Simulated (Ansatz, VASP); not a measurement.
## Cr: VASP beside Ansatz

INCAR

```
SYSTEM = Cr
PREC     = Accurate       ! precision mode
ENCUT    = 520            ! plane-wave cutoff, eV
EDIFF    = 1E-6           ! SCF threshold, eV
ISMEAR   = -1             ! smearing method
SIGMA    = 0.01           ! smearing width, eV
LREAL    = .False.        ! projectors in reciprocal space
LASPH    = .True.         ! aspherical terms in the spheres
NELM     = 150            ! most SCF steps
ALGO     = Normal         ! electronic algorithm
ISIF     = 2              ! what is computed and relaxed
LWAVE    = .False.        ! write WAVECAR
LCHARG   = .False.        ! write CHGCAR
ISPIN    = 2              ! spin polarisation
MAGMOM   = 1.5 -1.5       ! initial moments
LORBIT   = 11             ! projections on sites
LMAXMIX  = 4              ! l up to which the mixer works
GGA      = PE             ! functional
NBANDS   = 23             ! bands
```

Contents of KPOINTS:

```
Automatic mesh
0
Gamma
  16 16 16
  0 0 0
```

Contents of POSCAR:

```
Cr
1.0
    2.8516301334      0.0000000000      0.0000000000
    0.0000000000      2.8516301334      0.0000000000
    0.0000000000      0.0000000000      2.8516301334
Cr
2
Direct
    0.0000000000      0.0000000000      0.0000000000
    0.5000000000      0.5000000000      0.5000000000
```

Input for Ansatz:

```yaml
crystal:
  atoms:
  - position: [0.0, 0.0, 0.0]
    spin: 1.5
    symbol: Cr
  - position: [0.5, 0.5, 0.5]
    spin: -1.5
    symbol: Cr
  lattice:
  - [2.851630133393043, 0.0, 0.0]
  - [0.0, 2.851630133393043, 0.0]
  - [0.0, 0.0, 2.851630133393043]
hamiltonian:
  dispersion: none
  pseudopotentials:
    dirac_shells:
      Cr: [2p]
    kind: all_electron
    lapw: {basis_error: 0.025 meV}
    relativity: scalar
  xc: pbe
kpoints:
  mp_grid:
    grid: [16, 16, 16]
    shift: [0, 0, 0]
magnetization: {spin_polarized: true}
output: {forces: true, stress: true}
scf:
  convergence: {dr2_threshold: 1e-10 eV}
  lower_state_search: 'off'
  max_iter: 200
  occupations: {method: fermi_dirac, width: 0.01}
```

Alike in both runs: task single point; functional PBE; k mesh 16 × 16 × 16; occupations fermi-dirac, width 0.01 eV; collinear spin.

|  | VASP | Ansatz |
| --- | --- | --- |
| version | VASP 6.6.1 | Ansatz 0.2 development build |
| potentials or method | VASP PAW PBE potentials, release 64 (Cr_pv), cutoff 520 eV | all-electron full-potential LAPW, scalar-relativistic |

|  | VASP | Ansatz | Ansatz less VASP |
| --- | --- | --- | --- |
| pressure (GPa) | 2.9 | 3.0 | +0.13 |
| net moment per atom (μB) | 0.00 | 0.00 | 0.000 |
| size of the moment on the site where the two differ most (μB) | 1.02 | 0.97 | -0.050 |

Site moments also hang on the region over which each program counts them. Ansatz ran all-electron here, and VASP with PAW potentials.
